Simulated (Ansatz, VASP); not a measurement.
BAs: VASP beside Ansatz

```
B As
1.0
     0.00000    2.41993    2.41993
     2.41993    0.00000    2.41993
     2.41993    2.41993    0.00000
B As
1 1
Cartesian
  0.0000 0.0000 0.0000
  3.6299 3.6299 3.6299
```

Change from the starting cell: volume scaled by 1.04.

Alike in both runs: task single point; functional LDA; k mesh 15 × 15 × 15; occupations fermi-dirac, width 0.03 eV; no spin polarisation.

|  | VASP | Ansatz |
| --- | --- | --- |
| version | VASP 6.6.1 | Ansatz 0.2.0 |
| potentials or method | VASP PAW LDA potentials, release 64 (B, As), cutoff 520 eV | all-electron LAPW, scalar-relativistic |

Ansatz gave:

```
gap on the k mesh at the Fermi level (eV) : 1.16
pressure (GPa)                            : -8.6
```

**Question.** Estimate VASP's values.

**Answer.** gap on the k mesh at the Fermi level (eV): 1.16; pressure (GPa): -7.9.

LDA's correlation is that of Perdew and Zunger in VASP and of Perdew and Wang (1992) in Ansatz. Ansatz ran all-electron here, and VASP with PAW potentials.
